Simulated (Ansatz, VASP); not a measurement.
# One calculation of PbS, two programs

```
Pb S
1.0
     0.00000    2.98765    2.98765
     2.98765    0.00000    2.98765
     2.98765    2.98765    0.00000
Pb S
1 1
Direct
  0.00000 0.00000 0.00000
  0.50000 0.50000 0.50000
```

Alike in both runs: functional r2SCAN; k mesh 8 × 8 × 8; occupations gaussian, width 0.02 eV; no spin polarisation.

Ansatz relaxed the structure, and its values are those at the end. VASP's run is a single point on that final structure, the one shown.

|  | VASP | Ansatz |
| --- | --- | --- |
| version | VASP 6.6.1 | Ansatz 0.2.0 |
| potentials or method | VASP PAW PBE potentials, release 64 (Pb_d, S), cutoff 520 eV | scalar-relativistic, plane waves, PAW |
| valence electrons in the cell | 20 | 20 |

VASP gave:

| Quantity | Value |
| --- | --- |
| gap on the k mesh at the Fermi level (eV) | 0.70 |
| least direct gap on the mesh (eV) | 0.70 |
| pressure (GPa) | 0.0 |

Task: Estimate Ansatz's values.

Result: gap on the k mesh at the Fermi level (eV): 0.69; least direct gap on the mesh (eV): 0.69; pressure (GPa): 0.0.

VASP's potentials were made for PBE, not for r2SCAN.

Spin-orbit coupling is off throughout.
